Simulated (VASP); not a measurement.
Wanted: the native input for a VASP 6.6.1 run.

```yaml
Task: single point
Functional: PBE
Potentials_or_basis: VASP PAW PBE potentials, release 64 (O, H, Li_sv)
Cutoff: 520 eV
k_mesh: 1 × 1 × 1
Occupations: fermi-dirac, width 0.05 eV
Spin: no spin polarisation
Dipole_correction: no
Further_INCAR_settings: LREAL = Auto; ALGO = Normal; EDIFF = 1e-06; NBANDS = 67
```

The structure of LiH21O11 lies in POSCAR:

```
LiH21O11
1.0
    7.0067960000      0.0000000000      0.0000000000
    0.0000000000      7.0067960000      0.0000000000
    0.0000000000      0.0000000000      7.0067960000
O H Li
11 21 1
Direct
    0.3528288821      0.9504486787      0.1916710576
    0.1411914947      0.2441486808      0.5379491568
    0.6818094890      0.4312242000      0.8989843575
    0.6312300230      0.2052293231      0.2551237399
    0.4086033046      0.7199153508      0.8681143279
    0.9807906495      0.8336763337      0.4337360471
    0.9876411415      0.6169581646      0.1171148696
    0.4991297021      0.1600588914      0.6374525532
   -0.0436718866      1.0474830436      0.0992607748
    0.7540108204      0.8807734662      0.7897618255
    0.2843239621      0.5172835059      0.3321061438
    0.2326455630      0.9999720272      0.1396073184
    0.3795458010      0.8505884858      0.0907262035
    0.1893304729      0.3646317090      0.4611808307
    0.0757835678      0.1620854953      0.4564283019
    0.7928730906      0.3663728757      0.8469634338
    0.6524950919      0.3820719199      1.0289724433
    0.5294716729      0.1283040066      0.2034881564
    0.6101362163      0.2057573818      0.3949736798
    0.5162131165      0.6368674070      0.8477912016
    0.3015358232      0.6446027542      0.9059204806
    0.9577415983      0.7065140758      0.3767913323
    0.9543306242      0.9059347525      0.3113548618
    1.0662790811      0.5177830209      0.1777845395
    0.8865107533      0.5521924714      0.0373637252
    0.5458129507      0.2691815203      0.7169896198
    0.3503883944      0.1826797869      0.6117061207
   -0.1324571173      1.1407210942      0.1576897629
   -0.1309728441      0.9880550254     -0.0025118471
    0.8181057362      0.8799742422      0.6653397644
    0.6357827458      0.9588833470      0.7652570447
    0.3801594909      0.4560286899      0.2598191813
    0.2797855111      0.7756041420      0.3964436812
```

One way to write it, as run:

INCAR

```
SYSTEM = LiH21O11
PREC     = Accurate       ! precision mode
ENCUT    = 520            ! plane-wave cutoff, eV
EDIFF    = 1E-6           ! SCF threshold, eV
ISMEAR   = -1             ! smearing method
SIGMA    = 0.05           ! smearing width, eV
LREAL    = Auto         
LASPH    = .TRUE.         ! aspherical terms in the spheres
NELM     = 100            ! most SCF steps
ALGO     = Normal         ! electronic algorithm
ISIF     = 2              ! what is computed and relaxed
LWAVE    = .FALSE.        ! write WAVECAR
LCHARG   = .TRUE.         ! write CHGCAR
GGA      = PE             ! functional
LELF     = .TRUE.         ! ELF
LVHAR    = .TRUE.       
NBANDS   = 67             ! bands
```

KPOINTS

```
regular mesh
0
G
  1 1 1
  0 0 0
```

Potentials or basis: VASP PAW PBE potentials, release 64 (O, H, Li_sv).

Run with:

```bash
$ cat potpaw_PBE.64/O/POTCAR potpaw_PBE.64/H/POTCAR potpaw_PBE.64/Li_sv/POTCAR > POTCAR
$ mpirun -np 1 vasp_gam > vasp.out
```

Results of the run:

| Property | Result |
| --- | --- |
| Largest force | 2.840 eV/Å |
| Band gap on the k mesh | 3.56 eV |

Caveat: the k points lie up to 0.90 Å⁻¹ apart, too coarse for converged energies, forces and pressures.

Run time: 60 s on 1 thread of AMD EPYC 7R13, with other jobs on the host, peak memory 0.31 GiB.
